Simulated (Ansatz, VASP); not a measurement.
# Two plane-wave programs on Zr

```
Zr
1.0
     3.23200    0.00000    0.00000
    -1.61600    2.79899    0.00000
     0.00000    0.00000    5.14700
Zr
2
Direct
  0.33333 0.66667 0.25000
  0.66667 0.33333 0.75000
```

Alike in both runs: task electric field gradients; functional r2SCAN; k mesh 12 × 12 × 7; occupations fermi-dirac, width 0.05 eV; no spin polarisation.

```csv
,VASP,Ansatz
version,VASP 6.6.1,Ansatz 0.2.0
potentials or method,"VASP PAW PBE potentials, release 64 (Zr_sv)","plane-wave PAW, scalar-relativistic"
plane-wave cutoff (eV),520,500
valence electrons in the cell,24,24
```

|  | VASP | Ansatz | Ansatz less VASP |
| --- | --- | --- | --- |
| pressure (GPa) | 1.0 | 1.0 | 0.00 |
| traceless stress, the component that is largest in VASP (GPa) | -0.11 | -0.10 | +0.014 |
| size of Vzz on the site where it differs most (V/Å²) | 43.5 | 44.5 | +1.06 |

VASP's potentials were made for PBE, not for r2SCAN. The functional is the same, so the differences come from potentials, cutoffs and numerics.
